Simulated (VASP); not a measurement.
Here is a VASP 6.6.1 calculation.

INCAR

```
PREC = Accurate ; ENCUT = 500
EDIFF = 1E-6 ; ISMEAR = 0
SIGMA = 0.02 ; LREAL = False
LASPH = True ; NELM = 120
ALGO = Normal ; ISIF = 2
LWAVE = False ; LCHARG = False
GGA = PE ; NBANDS = 11
GGA_COMPAT = False
```

File KPOINTS:

```
Automatic mesh
0
Gamma
  8 8 8
```

POSCAR

```
Si
1.0
    0.0000000000      2.7348307997      2.7348307997
    2.7348307997      0.0000000000      2.7348307997
    2.7348307997      2.7348307997      0.0000000000
Si
2
Direct
    0.0000000000      0.0000000000      0.0000000000
    0.2500000000      0.2500000000      0.2500000000
```

Potentials or basis: VASP PAW PBE potentials, release 64 (Si).

Run with:

```console
$ cat potpaw_PBE.64/Si/POTCAR > POTCAR
$ mpirun -np 1 vasp_std > vasp.out
```

Question: Estimate the band gap on the k mesh.

Answer: 0.65 eV, indirect (least direct gap 2.56 eV).

Question: Estimate the pressure.

Answer: 0.0 GPa.

A k mesh can miss the band edges. As with any semilocal functional, this PBE gap is likely too small.
